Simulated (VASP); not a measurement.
Crystal: PbF2.

```xyz
3
Lattice="0.0000 2.9698 2.9698 2.9698 0.0000 2.9698 2.9698 2.9698 0.0000" Properties=species:S:1:pos:R:3 pbc="T T T"
Pb    0.0000    0.0000    0.0000
F     1.4849    1.4849    1.4849
F     4.4548    4.4548    4.4548
```

| Quantity | Value |
| --- | --- |
| Program | VASP 6.6.1 |
| Task | relaxation of cell and atoms |
| Functional | PBE |
| Potentials or basis | VASP PAW PBE potentials, release 64 (Pb_d, F) |
| Cutoff | 600 eV |
| k mesh | 8 × 8 × 8 |
| Occupations | gaussian, width 0.02 eV |
| Spin | no spin polarisation |

At the start: pressure 2.0 GPa; volume 17.46 Å³/atom.

Where does the relaxation end?

Over 3 steps the energy falls by 2.9 meV/atom and the volume is 17.95 Å³/atom (+2.8 %); space group Fm-3m (No. 225, to 0.05 Å).

The path:
| step | energy change (eV) | largest force (eV/Å) | pressure (GPa) | volume (Å³) |
| --- | --- | --- | --- | --- |
| 1 | 0.0000 | 0.0000 | 1.95 | 52.39 |
| 2 | -0.0085 | 0.0000 | -0.22 | 54.02 |
| 3 | -0.0086 | 0.0000 | 0.01 | 53.84 |

Final structure:
```
Pb F
1.0
     0.00000    2.99700    2.99700
     2.99700    0.00000    2.99700
     2.99700    2.99700    0.00000
Pb F
1 2
Direct
  0.00000 0.00000 0.00000
  0.25000 0.25000 0.25000
  0.75000 0.75000 0.75000
```
